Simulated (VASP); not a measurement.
Input of a VASP 6.6.1 run:

File POSCAR:

```
BP
1.0
   -4.5365336282      4.5365336282      0.0000000000
   -4.5365336282      0.0000000000      4.5365336282
    0.0000000000      4.5365336282      4.5365336282
B P
8 8
Direct
    0.5000000000      0.5000000000      0.0000000000
    0.0000000000      0.5000000000      0.0000000000
    0.5000000000      0.0000000000      0.0000000000
    0.5000000000      0.5000000000      0.5000000000
    0.0000000000      0.0000000000      0.0000000000
    0.0000000000      0.5000000000      0.5000000000
    0.5000000000      0.0000000000      0.5000000000
    0.0000000000      0.0000000000      0.5000000000
    0.6250000000      0.6250000000      0.1250000000
    0.1250000000      0.6250000000      0.1250000000
    0.6250000000      0.1250000000      0.1250000000
    0.6250000000      0.6250000000      0.6250000000
    0.1250000000      0.1250000000      0.1250000000
    0.1250000000      0.6250000000      0.6250000000
    0.6250000000      0.1250000000      0.6250000000
    0.1250000000      0.1250000000      0.6250000000
```

File INCAR.step1:

```
PREC     = Accurate       # precision mode
ENCUT    = 550            # plane-wave cutoff, eV
ISMEAR   = 0              # smearing method
SIGMA    = 0.05           # smearing width, eV
LREAL    = False          # projectors in reciprocal space
LASPH    = True           # aspherical terms in the spheres
NELM     = 120            # most SCF steps
NBANDS   = 46             # bands
GGA      = PE             # functional
ALGO     = Normal         # electronic algorithm
EDIFF    = 1E-5           # SCF threshold, eV
LWAVE    = True           # write WAVECAR
LCHARG   = False          # write CHGCAR
GGA_COMPAT= False
```

INCAR.step2

```
PREC     = Accurate       # precision mode
ENCUT    = 550            # plane-wave cutoff, eV
EDIFF    = 1E-6           # SCF threshold, eV
ISMEAR   = 0              # smearing method
SIGMA    = 0.05           # smearing width, eV
LREAL    = False          # projectors in reciprocal space
LASPH    = True           # aspherical terms in the spheres
NELM     = 120            # most SCF steps
ALGO     = Normal         # electronic algorithm
ISIF     = 2              # what is computed and relaxed
LWAVE    = False          # write WAVECAR
LCHARG   = True           # write CHGCAR
METAGGA  = R2SCAN         # meta-GGA
LMIXTAU  = True         
LELF     = True           # ELF
LVHAR    = True         
NBANDS   = 46             # bands
ISTART   = 1            
GGA_COMPAT= False
```

File KPOINTS:

```
regular mesh
0
Gamma
  6 6 6
```

Potentials or basis: VASP PAW PBE potentials, release 64 (B, P).

Launch:

```console
$ cat potpaw_PBE.64/B/POTCAR potpaw_PBE.64/P/POTCAR > POTCAR
$ cp INCAR.step1 INCAR
$ mpirun -np 1 vasp_std > vasp.out
$ cp INCAR.step2 INCAR
$ mpirun -np 1 vasp_std > vasp.out
```

(1) What does it give for the band gap on the k mesh?

(2) What does it give for the pressure?

Results:

(1) 1.44 eV.

(2) -0.5 GPa.

Caveat: the PAW data sets were made with another functional, which shifts forces and pressure a little.
